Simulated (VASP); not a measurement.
# Mo (Im-3m) in VASP: notebook

Mo is run at these levels: PBE; tasks: single point.

Everything below comes from runs of VASP 6.6.1. Logs are shortened: lines on timing, memory, paths and dates and some standing lists are left out, and cuts for length are marked.

## 1. The cell of the first run

It takes space group Im-3m (No. 229, cubic). Conventional cell: a = 3.150 Å, b = 3.150 Å, c = 3.150 Å, α = 90.00°, β = 90.00°, γ = 90.00°. Mo (site symmetry m-3m) has 14 Mo at 2.73 to 3.15 Å within 3.6 Å.

## 2. Single point, PBE

Contents of INCAR:

```
ALGO = Normal
EDIFF = 1E-6
ENCUT = 520
GGA = PE
ISIF = 2
ISMEAR = 0
LASPH = True
LCHARG = True
LELF = True
LREAL = False
LVHAR = True
LWAVE = False
NBANDS = 13
NELM = 80
PREC = Accurate
SIGMA = 0.05
```

Contents of KPOINTS:

```
k-points
0
Gamma
  18 18 18
```

Contents of POSCAR:

```
Mo
1.0
   -1.5750000000      1.5750000000      1.5750000000
    1.5750000000     -1.5750000000      1.5750000000
    1.5750000000      1.5750000000     -1.5750000000
Mo
1
Direct
    0.0000000000      0.0000000000      0.0000000000
```

Potentials or basis: VASP PAW PBE potentials, release 64 (Mo_sv).

On the command line:

```sh
cat potpaw_PBE.64/Mo_sv/POTCAR > POTCAR
mpirun -np 1 vasp_std > vasp.out
```

OUTCAR:

```text
EDIFF = 1E-6
   ENCUT = 520
   GGA = PE
   ISIF = 2
   ISMEAR = 0
   LASPH = True
   LREAL = False
   NELM = 80
   PREC = Accurate

 ion  position               nearest neighbor table
   1  0.000  0.000  0.000-

  LATTYP: Found a body centered cubic cell.
 ALAT       =     3.1500000000

  Lattice vectors:

 A1 = (  -1.5750000000,   1.5750000000,   1.5750000000)
 A2 = (   1.5750000000,  -1.5750000000,   1.5750000000)
 A3 = (   1.5750000000,   1.5750000000,  -1.5750000000)

Analysis of symmetry for initial positions (statically):
=====================================================================
 Subroutine PRICEL returns:
 Original cell was already a primitive cell.

 Routine SETGRP: Setting up the symmetry group for a
 body centered cubic supercell.

 Subroutine GETGRP returns: Found 48 space group operations
 (whereof 48 operations were pure point group operations)
 out of a pool of 48 trial point group operations.

The static configuration has the point symmetry O_h .

Analysis of symmetry for dynamics (positions and initial velocities):
=====================================================================
 Subroutine PRICEL returns:
 Original cell was already a primitive cell.

 Routine SETGRP: Setting up the symmetry group for a
 body centered cubic supercell.

 Subroutine GETGRP returns: Found 48 space group operations
 (whereof 48 operations were pure point group operations)
 out of a pool of 48 trial point group operations.

The dynamic configuration has the point symmetry O_h .

 Subroutine INISYM returns: Found 48 space group operations
 (whereof 48 operations are pure point group operations),
 and found     1 'primitive' translations

----------------------------------------------------------------------------------------

                                     Primitive cell

  volume of cell :      15.6279

  direct lattice vectors                    reciprocal lattice vectors
    -1.575000000  1.575000000  1.575000000     0.000000000  0.317460317  0.317460317
     1.575000000 -1.575000000  1.575000000     0.317460317  0.000000000  0.317460317
     1.575000000  1.575000000 -1.575000000     0.317460317  0.317460317  0.000000000

  length of vectors
     2.727980022  2.727980022  2.727980022     0.448956686  0.448956686  0.448956686

  position of ions in fractional coordinates (direct lattice)
[... 75 lines left out ...]
   ENCUT  =  520.0 eV  38.22 Ry    6.18 a.u.   5.07  5.07  5.07*2*pi/ulx,y,z
   NELM   =     80;   NELMIN=  2; NELMDL= -5     # of ELM steps
   EDIFF  = 0.1E-05   stopping-criterion for ELM
   LREAL  =      F    real-space projection
[... 7 lines left out ...]
   TEBEG  =    0.0;   TEEND  =   0.0 temperature during run
   PSTRESS=    0.0 pullay stress
   NELECT =      14.0000    total number of electrons
   NUPDOWN=      -1.0000    fix difference up-down
   EMIN   =  10.00;   EMAX   =-10.00  energy-range for DOS
   EFERMI =   0.00;   METHOD = LEGACY
   ISMEAR =     0;   SIGMA  =   0.05  broadening in eV -4-tet -1-fermi 0-gaus
   EFERMI_NEDOS =   21; number of points for ismear=-14 and -15
   IALGO  =     38    algorithm
   IMIX   =      4    mixing-type and parameters
     AMIX     =   0.40;   BMIX     =  1.00
     AMIX_MAG =   1.60;   BMIX_MAG =  1.00
  volume/ion in A,a.u.               =      15.63       105.46
  Fermi-wavevector in a.u.,A,eV,Ry     =   1.578157  2.982285 33.886404  2.490580
  Thomas-Fermi vector in A             =   2.678731
   LORBIT       =      0    0 simple, 1 ext, 2 COOP (PROOUT), +10 PAW based schemes
   GGA     = PE    functional components
   LHFCALC =     F    Hartree Fock is set to
   AEXX    =    0.0000 exact exchange contribution
   IVDW    =     0    specifies the selected vdW correction
   LEPSILON=     F    determine dielectric tensor
   LRPA    =     F    only Hartree local field effects (RPA)
 non-spin polarized calculation
 Gauss-broadening in eV      SIGMA  =   0.05
  energy-cutoff  :      520.00
  volume of cell :       15.63
 maximum number of plane-waves:       434
   NGX = 11   NGY = 11   NGZ = 11

 number of electron      14.0000002 magnetization

 Free energy of the ion-electron system (eV)
  ---------------------------------------------------
  ext. energy  EPLUGINS =         0.00000000
  ---------------------------------------------------
  free energy    TOTEN  =       -10.93218978 eV

  energy without entropy =      -10.93154196  energy(sigma->0) =      -10.93186587

 E-fermi :  12.6089     XC(G=0): -13.3917

 val. band max:       12.5654430113   @ k =  -0.4444   0.5000   0.2778
 cond. band min:      12.6093656989   @ k =   0.3889   0.1111  -0.0000
 fundamental gap:      0.0439226876
 Fermi energy:        12.6088907677

 k-point     1 :       0.0000    0.0000    0.0000
  band No.  band energies     occupation
      1     -48.6825      2.00000
      2     -21.9483      2.00000
      3     -21.9483      2.00000
      4     -21.9483      2.00000
      5       5.3608      2.00000
      6      11.2334      2.00000
      7      11.2334      2.00000
      8      11.2334      2.00000
      9      14.2602      0.00000
     10      14.2602      0.00000
     11      27.4298      0.00000
     12      27.4298      0.00000
     13      27.4298      0.00000
[... 354 lines left out ...]
  band No.  band energies     occupation
      1     -48.4175      2.00000
      2     -23.2624      2.00000
      3     -22.4339      2.00000
      4     -22.0206      2.00000
      5       7.6859      2.00000
      6       9.3528      2.00000
      7      12.6094      0.98928
      8      14.1630      0.00000
      9      15.3008      0.00000
     10      17.9911      0.00000
     11      24.3168      0.00000
     12      25.3885      0.00000
     13      29.6079      0.00000

 [... further k-points ...]

------------------------ aborting loop because EDIFF is reached ----------------------------------------

  FORCE on cell =-STRESS in cart. coord.  units (eV):
  Direction    XX          YY          ZZ          XY          YZ          ZX
  --------------------------------------------------------------------------------------
  -------------------------------------------------------------------------------------
  Total        0.3035605      0.3035605      0.3035605     -0.0000000      0.0000000      0.0000000
  in kB       31.1210504     31.1210504     31.1210504     -0.0000000      0.0000000      0.0000000
  external PRESSURE =      31.1210504 kB  Pullay stress =       0.0000000 kB

 VOLUME and BASIS-vectors are now :
 -----------------------------------------------------------------------------
  energy-cutoff  :      520.00
  volume of cell :       15.63
      direct lattice vectors                 reciprocal lattice vectors
    -1.575000000  1.575000000  1.575000000     0.000000000  0.317460317  0.317460317
     1.575000000 -1.575000000  1.575000000     0.317460317  0.000000000  0.317460317
     1.575000000  1.575000000 -1.575000000     0.317460317  0.317460317  0.000000000

 POSITION                                       TOTAL-FORCE (eV/Angst)
 -----------------------------------------------------------------------------------
      0.00000      0.00000      0.00000         0.000000      0.000000      0.000000
 -----------------------------------------------------------------------------------
    total drift:                                0.000000     -0.000000      0.000000

  FREE ENERGIE OF THE ION-ELECTRON SYSTEM (eV)
  ---------------------------------------------------
  free  energy   TOTEN  =       -10.9321897760 eV

  energy  without entropy=      -10.9315419610  energy(sigma->0) =      -10.93186587
```

It took 31 s on 1 thread of Intel Xeon Platinum 8259CL at 2.50GHz (Skylake/Cascade Lake), shared host; peak memory 0.15 GiB.

Results:

```yaml
Free_energy: -10.9322 eV
Pressure: 3.1 GPa
Band_gap_on_the_k_mesh: zero (band 7 reaches 16.58 eV, above the bottom of band 8 at 11.23 eV)
```

## 3. Single point, PBE

This run uses another cell than the first one, of 15.78 Å³/atom, 1.010 times its volume.

Contents of INCAR:

```
SYSTEM = Mo
ALGO     = Fast           ! electronic algorithm
EDIFF    = 1E-6           ! SCF threshold, eV
ENCUT    = 520            ! plane-wave cutoff, eV
GGA      = PE             ! functional
ISIF     = 2              ! what is computed and relaxed
ISMEAR   = 0              ! smearing method
LASPH    = .TRUE.         ! aspherical terms in the spheres
LCHARG   = .TRUE.         ! write CHGCAR
LELF     = .TRUE.         ! ELF
LREAL    = .FALSE.        ! projectors in reciprocal space
LVHAR    = .TRUE.       
LWAVE    = .FALSE.        ! write WAVECAR
NBANDS   = 13             ! bands
NELM     = 80             ! most SCF steps
PREC     = Accurate       ! precision mode
SIGMA    = 0.05           ! smearing width, eV
```

Contents of KPOINTS:

```
k-points
0
G
  18 18 18
  0 0 0
```

Contents of POSCAR:

```
Mo
1.0
   -1.5800706153      1.5800706153      1.5800706153
    1.5800706153     -1.5800706153      1.5800706153
    1.5800706153      1.5800706153     -1.5800706153
Mo
1
Direct
    0.0000000000      0.0000000000      0.0000000000
```

Potentials or basis: VASP PAW PBE potentials, release 64 (Mo_sv).

On the command line:

```sh
cat potpaw_PBE.64/Mo_sv/POTCAR > POTCAR
mpirun -np 1 vasp_std > vasp.out
```

Run time: 28 s. Hardware: 1 thread of Intel Xeon Platinum 8259CL at 2.50GHz (Skylake/Cascade Lake), shared host; peak memory 0.15 GiB.

Results (log left out):

- Free energy: -10.9340 eV
- Pressure: 0.5 GPa
- Band gap on the k mesh: zero (band 7 reaches 16.37 eV, above the bottom of band 8 at 11.10 eV)

Levels at points of the mesh, in eV from the Fermi level:
```csv
k point,band 5,band 6,band 7,band 8,band 9,band 10
"(0.00, 0.00, 0.00)",-7.21,-1.35,-1.35,-1.35,1.64,1.64
"(0.50, 0.00, 0.00)",-5.27,-3.36,1.58,1.66,2.28,4.67
"(0.50, 0.50, 0.50)",-5.37,-5.37,3.92,3.92,3.92,8.98
```
